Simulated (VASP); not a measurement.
Here is a VASP 6.6.1 calculation.

The input INCAR:

```
SYSTEM = Ga
PREC     = Accurate       ! precision mode
ENCUT    = 520            ! plane-wave cutoff, eV
EDIFF    = 1E-8           ! SCF threshold, eV
ISMEAR   = -1             ! smearing method
SIGMA    = 0.03           ! smearing width, eV
LREAL    = .False.        ! projectors in reciprocal space
LASPH    = .True.         ! aspherical terms in the spheres
NELM     = 100            ! most SCF steps
ALGO     = Normal         ! electronic algorithm
ISIF     = 2              ! what is computed and relaxed
LWAVE    = .False.        ! write WAVECAR
LCHARG   = .False.        ! write CHGCAR
GGA      = PS             ! functional
LEFG     = .True.       
NBANDS   = 12             ! bands
```

Contents of KPOINTS:

```
regular mesh
0
Gamma
  16 16 16
  0 0 0
```

The input POSCAR:

```
Ga
1.0
   -1.4132982842      1.4132982842      2.2437620196
    1.4132982842     -1.4132982842      2.2437620196
    1.4132982842      1.4132982842     -2.2437620196
Ga
1
Direct
    0.0000000000      0.0000000000      0.0000000000
```

Potentials or basis: VASP PAW PBE potentials, release 64 (Ga_d).

Command:

```sh
$ cat potpaw_PBE.64/Ga_d/POTCAR > POTCAR
$ mpirun -np 1 vasp_std > vasp.out
```

(1) What does it give for the pressure?

Results:

(1) -0.5 GPa.

Caveat: without QUAD_EFG the Cq values of the log hold for a quadrupole moment of 1 mb, not for the nuclei; the PAW data sets were made with another functional, which shifts forces and pressure a little.
